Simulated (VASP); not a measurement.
# FeSi (P2_13) in VASP: further runs, part 2 of 3

VASP 6.6.1. Earlier steps stand in the parts before.

## Step 3: Single point, PBE (volume scaled by 1.03, then relaxed in part)

The input, INCAR:

```
SYSTEM = FeSi
ALGO     = Normal         ! electronic algorithm
EDIFF    = 1E-6           ! SCF threshold, eV
ENCUT    = 520            ! plane-wave cutoff, eV
GGA      = PE             ! functional
ISIF     = 2              ! what is computed and relaxed
ISMEAR   = 0              ! smearing method
LASPH    = .True.         ! aspherical terms in the spheres
LCHARG   = .False.        ! write CHGCAR
LREAL    = .False.        ! projectors in reciprocal space
LWAVE    = .False.        ! write WAVECAR
NBANDS   = 34             ! bands
NELM     = 100            ! most SCF steps
PREC     = Accurate       ! precision mode
SIGMA    = 0.01           ! smearing width, eV
```

The input, KPOINTS:

```
k-points
0
Gamma
  8 8 8
  0 0 0
```

The input, POSCAR:

```
FeSi
1.0
    4.4920770379      0.0000000000      0.0000000000
    0.0000000000      4.4920770379      0.0000000000
    0.0000000000      0.0000000000      4.4920770379
Fe Si
4 4
Direct
    0.1345045920      0.1345045920      0.1345045920
    0.3654954080      0.8654954080      0.6345045920
    0.6345045920      0.3654954080      0.8654954080
    0.8654954080      0.6345045920      0.3654954080
    0.8400460645      0.8400460645      0.8400460645
    0.6599539355      0.1599539355      0.3400460645
    0.3400460645      0.6599539355      0.1599539355
    0.1599539355      0.3400460645      0.6599539355
```

Potentials or basis: VASP PAW PBE potentials, release 64 (Fe, Si).

Command:

```bash
$ cat potpaw_PBE.64/Fe/POTCAR potpaw_PBE.64/Si/POTCAR > POTCAR
$ mpirun -np 1 vasp_std > vasp.out
```

OUTCAR:

```text
SYSTEM = FeSi
   EDIFF = 1E-6
   ENCUT = 520
   GGA = PE
   ISIF = 2
   ISMEAR = 0
   LASPH = .True.
   LREAL = .False.
   NELM = 100
   PREC = Accurate

 ion  position               nearest neighbor table
   1  0.135  0.135  0.135-   5 2.29   6 2.33   7 2.33   8 2.33   7 2.54   8 2.54   6 2.54   3 2.75
                             4 2.75   2 2.75   2 2.75   4 2.75   3 2.75
   2  0.365  0.865  0.635-   6 2.29   5 2.33   7 2.33   8 2.33   7 2.54   8 2.54   5 2.54   1 2.75
                             1 2.75   3 2.75   3 2.75   4 2.75   4 2.75
   3  0.635  0.365  0.865-   7 2.29   6 2.33   5 2.33   8 2.33   8 2.54   6 2.54   5 2.54   1 2.75
                             4 2.75   2 2.75   2 2.75   4 2.75   1 2.75
   4  0.865  0.635  0.365-   8 2.29   6 2.33   7 2.33   5 2.33   6 2.54   5 2.54   7 2.54   1 2.75
[... 1113 lines left out ...]
  external PRESSURE =     -58.4887340 kB  Pullay stress =       0.0000000 kB

 VOLUME and BASIS-vectors are now :
 -----------------------------------------------------------------------------
  energy-cutoff  :      520.00
  volume of cell :       90.64
      direct lattice vectors                 reciprocal lattice vectors
     4.492077038  0.000000000  0.000000000     0.222614170  0.000000000  0.000000000
     0.000000000  4.492077038  0.000000000     0.000000000  0.222614170  0.000000000
     0.000000000  0.000000000  4.492077038     0.000000000  0.000000000  0.222614170

 POSITION                                       TOTAL-FORCE (eV/Angst)
 -----------------------------------------------------------------------------------
      0.60420      0.60420      0.60420         0.019010      0.019010      0.019010
      1.64183      3.88787      2.85024        -0.019010     -0.019010      0.019010
      2.85024      1.64183      3.88787         0.019010     -0.019010     -0.019010
      3.88787      2.85024      1.64183        -0.019010      0.019010     -0.019010
      3.77355      3.77355      3.77355         0.002772      0.002772      0.002772
      2.96456      0.71853      1.52751        -0.002772     -0.002772      0.002772
      1.52751      2.96456      0.71853         0.002772     -0.002772     -0.002772
      0.71853      1.52751      2.96456        -0.002772      0.002772     -0.002772
 -----------------------------------------------------------------------------------
    total drift:                               -0.000000     -0.000001      0.000000

  FREE ENERGIE OF THE ION-ELECTRON SYSTEM (eV)
  ---------------------------------------------------
  free  energy   TOTEN  =       -58.7320944680 eV

  energy  without entropy=      -58.7320944680  energy(sigma->0) =      -58.73209447
```

OSZICAR:

```text
N       E                     dE             d eps       ncg     rms          rms(c)
DAV:   1     0.346486104033E+03    0.34649E+03   -0.19737E+04  3060   0.157E+03
DAV:   2    -0.355762933992E+02   -0.38206E+03   -0.36209E+03  3060   0.363E+02
DAV:   3    -0.651987007043E+02   -0.29622E+02   -0.26742E+02  3628   0.117E+02
DAV:   4    -0.666182812011E+02   -0.14196E+01   -0.14001E+01  4440   0.248E+01
DAV:   5    -0.666490547717E+02   -0.30774E-01   -0.30730E-01  4182   0.356E+00    0.311E+01
DAV:   6    -0.727828880850E+02   -0.61338E+01   -0.15464E+02  4592   0.147E+02    0.335E+01
DAV:   7    -0.588631138912E+02    0.13920E+02   -0.58881E+01  4288   0.105E+02    0.878E+00
DAV:   8    -0.588482673963E+02    0.14846E-01   -0.39988E+00  3850   0.118E+01    0.338E+00
DAV:   9    -0.587418342080E+02    0.10643E+00   -0.32479E-01  4940   0.607E+00    0.141E+00
DAV:  10    -0.587326777108E+02    0.91565E-02   -0.21970E-02  4178   0.111E+00    0.412E-01
DAV:  11    -0.587322391357E+02    0.43858E-03   -0.30180E-03  4640   0.543E-01    0.207E-01
DAV:  12    -0.587321018746E+02    0.13726E-03   -0.27862E-04  4224   0.152E-01    0.706E-02
DAV:  13    -0.587320964708E+02    0.54038E-05   -0.99275E-05  4794   0.606E-02    0.397E-02
DAV:  14    -0.587320944844E+02    0.19864E-05   -0.12608E-05  3698   0.268E-02    0.545E-03
DAV:  15    -0.587320944680E+02    0.16394E-07   -0.11799E-06  1770   0.147E-02
   1 F= -.58732094E+02 E0= -.58732094E+02  d E =-.642449E-26
```

Run time: 61 s. Hardware: 1 thread of Intel Xeon 6975P-C (Granite Rapids), shared host; peak memory 0.26 GiB.

What came out:

```yaml
Free_energy: -58.7321 eV
Pressure: -5.8 GPa
Largest_force: 0.033 eV/Å
Band_gap_on_the_k_mesh: 0.16 eV, indirect (least direct gap 0.17 eV)
```

Forces on the atoms (eV/Å):
```
Fe   0.019  0.019  0.019
Fe  -0.019 -0.019  0.019
Fe   0.019 -0.019 -0.019
Fe  -0.019  0.019 -0.019
Si   0.003  0.003  0.003
Si  -0.003 -0.003  0.003
Si   0.003 -0.003 -0.003
Si  -0.003  0.003 -0.003
```

## Step 4: Single point, PBE (volume scaled by 1.06, then relaxed in part)

The input, INCAR:

```
SYSTEM = FeSi
ALGO = Normal ; EDIFF = 1E-7
ENCUT = 520 ; GGA = PE
ISIF = 2 ; ISMEAR = 0
LASPH = .TRUE. ; LCHARG = .FALSE.
LREAL = .FALSE. ; LWAVE = .FALSE.
NBANDS = 34 ; NELM = 80
PREC = Accurate ; SIGMA = 0.01
```

The input, KPOINTS:

```
k-points
0
G
  8 8 8
  0 0 0
```

The input, POSCAR:

```
FeSi
1.0
    4.5352727362      0.0000000000      0.0000000000
    0.0000000000      4.5352727362      0.0000000000
    0.0000000000      0.0000000000      4.5352727362
Fe Si
4 4
Direct
    0.1328494964      0.1328494964      0.1328494964
    0.3671505036      0.8671505036      0.6328494964
    0.6328494964      0.3671505036      0.8671505036
    0.8671505036      0.6328494964      0.3671505036
    0.8393293541      0.8393293541      0.8393293541
    0.6606706459      0.1606706459      0.3393293541
    0.3393293541      0.6606706459      0.1606706459
    0.1606706459      0.3393293541      0.6606706459
```

Potentials or basis: VASP PAW PBE potentials, release 64 (Fe, Si).

Command:

```bash
$ cat potpaw_PBE.64/Fe/POTCAR potpaw_PBE.64/Si/POTCAR > POTCAR
$ mpirun -np 1 vasp_std > vasp.out
```

OUTCAR:

```text
SYSTEM = FeSi
   EDIFF = 1E-7
   ENCUT = 520
   GGA = PE
   ISIF = 2
   ISMEAR = 0
   LASPH = .TRUE.
   LREAL = .FALSE.
   NELM = 80
   PREC = Accurate

 ion  position               nearest neighbor table
   1  0.133  0.133  0.133-   5 2.31   6 2.34   8 2.34   7 2.34   6 2.57   8 2.57   7 2.57   3 2.78
                             4 2.78   2 2.78   2 2.78   4 2.78   3 2.78
   2  0.367  0.867  0.633-   6 2.31   5 2.34   7 2.34   8 2.34   7 2.57   5 2.57   8 2.57   1 2.78
                             1 2.78   3 2.78   3 2.78   4 2.78   4 2.78
   3  0.633  0.367  0.867-   7 2.31   6 2.34   8 2.34   5 2.34   8 2.57   6 2.57   5 2.57   1 2.78
                             4 2.78   2 2.78   2 2.78   4 2.78   1 2.78
   4  0.867  0.633  0.367-   8 2.31   7 2.34   5 2.34   6 2.34   5 2.57   7 2.57   6 2.57   1 2.78
                             3 2.78   2 2.78   1 2.78   2 2.78   3 2.78
   5  0.839  0.839  0.839-   1 2.31   2 2.34   4 2.34   3 2.34   2 2.57   4 2.57   3 2.57   6 2.81
                             7 2.81   8 2.81   6 2.81   8 2.81   7 2.81
   6  0.661  0.161  0.339-   2 2.31   1 2.34   3 2.34   4 2.34   3 2.57   1 2.57   4 2.57   8 2.81
                             5 2.81   5 2.81   7 2.81   7 2.81   8 2.81
   7  0.339  0.661  0.161-   3 2.31   2 2.34   4 2.34   1 2.34   4 2.57   2 2.57   1 2.57   8 2.81
                             5 2.81   8 2.81   6 2.81   6 2.81   5 2.81
   8  0.161  0.339  0.661-   4 2.31   3 2.34   1 2.34   2 2.34   1 2.57   3 2.57   2 2.57   7 2.81
                             5 2.81   7 2.81   5 2.81   6 2.81   6 2.81

  LATTYP: Found a simple cubic cell.
 ALAT       =     4.5352727362

  Lattice vectors:

 A1 = (   4.5352727362,   0.0000000000,   0.0000000000)
 A2 = (   0.0000000000,   4.5352727362,   0.0000000000)
 A3 = (   0.0000000000,   0.0000000000,   4.5352727362)

Analysis of symmetry for initial positions (statically):
=====================================================================
 Subroutine PRICEL returns:
 Original cell was already a primitive cell.

 Routine SETGRP: Setting up the symmetry group for a
 simple cubic supercell.

 Subroutine GETGRP returns: Found 12 space group operations
 (whereof  3 operations were pure point group operations)
 out of a pool of 48 trial point group operations.

The static configuration has the point symmetry C_3 .
[... 157 lines left out ...]
   LRPA    =     F    only Hartree local field effects (RPA)
 non-spin polarized calculation
 Gauss-broadening in eV      SIGMA  =   0.01
  energy-cutoff  :      520.00
  volume of cell :       93.28
 maximum number of plane-waves:      2535
 NGX is ok and might be reduce to    36
   NGX = 17   NGY = 17   NGZ = 17

 number of electron      47.9999983 magnetization

 Free energy of the ion-electron system (eV)
  ---------------------------------------------------
  ext. energy  EPLUGINS =         0.00000000
  ---------------------------------------------------
  free energy    TOTEN  =       -58.59129831 eV

  energy without entropy =      -58.59129831  energy(sigma->0) =      -58.59129831

 E-fermi :   9.0219     XC(G=0): -12.5087

 val. band max:        8.9725615141   @ k =  -0.1250   0.2500   0.0000
 cond. band min:       9.1373032843   @ k =   0.2500   0.2500   0.0000
 fundamental gap:      0.1647417703
 Fermi energy:         9.0219205811

 k-point     1 :       0.0000    0.0000    0.0000
  band No.  band energies     occupation
      1      -3.7937      2.00000
      2       1.3599      2.00000
      3       1.3599      2.00000
      4       1.3599      2.00000
      5       4.1744      2.00000
      6       4.1744      2.00000
[... 877 lines left out ...]
     33      12.9152      0.00000
     34      13.6815      0.00000

 [... further k-points ...]

------------------------ aborting loop because EDIFF is reached ----------------------------------------

  FORCE on cell =-STRESS in cart. coord.  units (eV):
  Direction    XX          YY          ZZ          XY          YZ          ZX
  --------------------------------------------------------------------------------------
  -------------------------------------------------------------------------------------
  Total       -6.3285557     -6.3285557     -6.3285557      0.0000000      0.0000000      0.0000000
  in kB     -108.6938474   -108.6938474   -108.6938474      0.0000000      0.0000000      0.0000000
  external PRESSURE =    -108.6938474 kB  Pullay stress =       0.0000000 kB

 VOLUME and BASIS-vectors are now :
 -----------------------------------------------------------------------------
  energy-cutoff  :      520.00
  volume of cell :       93.28
      direct lattice vectors                 reciprocal lattice vectors
     4.535272736  0.000000000  0.000000000     0.220493906  0.000000000  0.000000000
     0.000000000  4.535272736  0.000000000     0.000000000  0.220493906  0.000000000
     0.000000000  0.000000000  4.535272736     0.000000000  0.000000000  0.220493906

 POSITION                                       TOTAL-FORCE (eV/Angst)
 -----------------------------------------------------------------------------------
      0.60251      0.60251      0.60251         0.017939      0.017939      0.017939
      1.66513      3.93276      2.87015        -0.017939     -0.017939      0.017939
      2.87015      1.66513      3.93276         0.017939     -0.017939     -0.017939
      3.93276      2.87015      1.66513        -0.017939      0.017939     -0.017939
      3.80659      3.80659      3.80659         0.002652      0.002652      0.002652
      2.99632      0.72869      1.53895        -0.002652     -0.002652      0.002652
      1.53895      2.99632      0.72869         0.002652     -0.002652     -0.002652
      0.72869      1.53895      2.99632        -0.002652      0.002652     -0.002652
 -----------------------------------------------------------------------------------
    total drift:                               -0.000000     -0.000000     -0.000000

  FREE ENERGIE OF THE ION-ELECTRON SYSTEM (eV)
  ---------------------------------------------------
  free  energy   TOTEN  =       -58.5912983141 eV

  energy  without entropy=      -58.5912983141  energy(sigma->0) =      -58.59129831
```

stdout:

```text
POSCAR found type information on POSCAR FeSi
 POSCAR found :  2 types and       8 ions
 scaLAPACK will be used
 LDA part: xc-table for (Slater+PW92), standard interpolation
 POSCAR, INCAR and KPOINTS ok, starting setup
 FFT: planning ... GRIDC
 FFT: planning ... GRID_SOFT
 FFT: planning ... GRID
 WAVECAR not read
 entering main loop
```

It took 58 s on 1 thread of Intel Xeon 6975P-C (Granite Rapids), shared host; peak memory 0.27 GiB.

What came out:

```
Free energy            : -58.5913 eV
Pressure               : -10.9 GPa
Largest force          : 0.031 eV/Å
Band gap on the k mesh : 0.16 eV, indirect (least direct gap 0.18 eV)
```

Forces in eV/Å, atoms in the order of the input:
```
Fe   0.018  0.018  0.018
Fe  -0.018 -0.018  0.018
Fe   0.018 -0.018 -0.018
Fe  -0.018  0.018 -0.018
Si   0.003  0.003  0.003
Si  -0.003 -0.003  0.003
Si   0.003 -0.003 -0.003
Si  -0.003  0.003 -0.003
```

Levels at points of the mesh, in eV from the valence-band top:
```csv
k point,band 21,band 22,band 23,band 24,band 25,band 26,band 27,band 28
"(0.00, 0.00, 0.00)",-0.26,-0.26,-0.03,-0.03,0.61,0.61,0.61,2.78
"(0.50, 0.00, 0.00)",-0.34,-0.34,-0.01,-0.01,0.20,0.20,1.62,1.62
"(0.50, 0.50, 0.00)",-0.94,-0.94,-0.32,-0.32,0.61,0.61,1.20,1.20
"(0.50, 0.50, 0.50)",-0.60,-0.60,-0.60,-0.60,0.47,0.47,0.47,0.47
```

 Spin polarisation is off, so any magnetic state and its effect on volume and gap are missing.

## Step 5: Relaxation of the atoms, PBE (volume scaled by 0.94)

The input, INCAR:

```
  ALGO = Normal
  EDIFF = 1E-7
  EDIFFG = -0.01
  ENCUT = 520
  GGA = PE
  IBRION = 2
  ISIF = 2
  ISMEAR = 0
  LASPH = True
  LCHARG = False
  LREAL = False
  LWAVE = False
  NELM = 100
  NSW = 50
  PREC = Accurate
  SIGMA = 0.01
```

The input, KPOINTS:

```
k-points
0
Gamma
  8 8 8
```

The input, POSCAR:

```
FeSi
1.0
    4.3572325435      0.0000000000      0.0000000000
    0.0000000000      4.3572325435      0.0000000000
    0.0000000000      0.0000000000      4.3572325435
Fe Si
4 4
Direct
    0.1373197993      0.1373197993      0.1373197993
    0.3626802007      0.8626802007      0.6373197993
    0.6373197993      0.3626802007      0.8626802007
    0.8626802007      0.6373197993      0.3626802007
    0.8413171412      0.8413171412      0.8413171412
    0.6586828588      0.1586828588      0.3413171412
    0.3413171412      0.6586828588      0.1586828588
    0.1586828588      0.3413171412      0.6586828588
```

Command:

```bash
$ cat potpaw_PBE.64/Fe/POTCAR potpaw_PBE.64/Si/POTCAR > POTCAR
$ mpirun -np 1 vasp_std > vasp.out
```

It took 2.4 min on 1 thread of Intel Xeon 6975P-C, shared host; peak memory 0.24 GiB.

The run converged. Its results:

| Property | Result |
| --- | --- |
| Free energy | -58.5359 eV |
| Energy gained by relaxing | 0.6 meV/atom |
| Ionic steps | 3 |
| Pressure after relaxing | 15.8 GPa |
| Band gap on the k mesh | 0.15 eV, indirect (least direct gap 0.17 eV) |

Step by step:
| step | energy change (eV) | largest force (eV/Å) | pressure (GPa) |
| --- | --- | --- | --- |
| 1 | 0.0000 | 0.1689 | 16.23 |
| 2 | -0.0040 | 0.0506 | 15.92 |
| 3 | -0.0044 | 0.0017 | 15.77 |

Final structure:
```xyz
8
Lattice="4.3572 0.0000 0.0000 0.0000 4.3572 0.0000 0.0000 0.0000 4.3572" Properties=species:S:1:pos:R:3 pbc="T T T"
Fe    0.6051    0.6051    0.6051
Fe    1.5735    3.7521    2.7837
Fe    2.7837    1.5735    3.7521
Fe    3.7521    2.7837    1.5735
Si    3.6683    3.6683    3.6683
Si    2.8676    0.6889    1.4897
Si    1.4897    2.8676    0.6889
Si    0.6889    1.4897    2.8676
```

Levels at points of the mesh, in eV from the valence-band top:
```tsv
k point	band 21	band 22	band 23	band 24	band 25	band 26	band 27	band 28
(0.00, 0.00, 0.00)	-0.32	-0.32	-0.06	-0.06	0.72	0.72	0.72	3.33
(0.50, 0.00, 0.00)	-0.43	-0.43	0.00	0.00	0.19	0.19	1.84	1.84
(0.50, 0.50, 0.00)	-1.10	-1.10	-0.40	-0.40	0.68	0.68	1.42	1.42
(0.50, 0.50, 0.50)	-0.75	-0.75	-0.75	-0.75	0.53	0.53	0.53	0.53
```

 Spin polarisation is off, so any magnetic state and its effect on volume and gap are missing.

[end of part 2 of 3]
